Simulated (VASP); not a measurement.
Write the native input for VASP 6.6.1 that does the following.

```
Task                   : single point
Functional             : LDA
Potentials or basis    : VASP PAW LDA potentials, release 64 (C)
Cutoff                 : 520 eV
k mesh                 : 14 × 14 × 8
Occupations            : methfessel-paxton, width 0.1 eV
Spin                   : no spin polarisation
Dipole correction      : no
Further INCAR settings : ALGO = Normal; EDIFF = 1e-07; NBANDS = 11
```

The structure of C lies in POSCAR:

```
C
1.0
    2.1644862389     -1.2497414829      0.0000000000
    2.1644862389      1.2497414829      0.0000000000
   -1.4031630416      0.0000000000      3.5640272270
C
2
Direct
    0.8333555300      0.8333555300      0.0000930400
    0.1666444700      0.1666444700      0.9999069600
```

These files were run (other wordings do the same):

INCAR

```
  PREC = Accurate
  ENCUT = 520
  EDIFF = 1E-7
  ISMEAR = 1
  SIGMA = 0.1
  LREAL = False
  LASPH = True
  NELM = 100
  ALGO = Normal
  ISIF = 2
  LWAVE = False
  LCHARG = False
  NBANDS = 11
```

KPOINTS

```
Automatic mesh
0
Gamma
  14 14 8
```

Potentials or basis: VASP PAW LDA potentials, release 64 (C).

Command:

```console
$ cat potpaw_LDA.64/C/POTCAR > POTCAR
$ mpirun -np 1 vasp_std > vasp.out
```

Results of the run:

```json
{"Pressure": "-15.9 GPa", "Largest force": "0.004 eV/Å", "Band gap on the k mesh": "0.75 eV, indirect (least direct gap 0.77 eV)"}
```

Run time: 32 s on 1 thread of Intel(R) Xeon(R) 6975P-C (Granite Rapids), with other jobs on the host, peak memory 0.17 GiB.
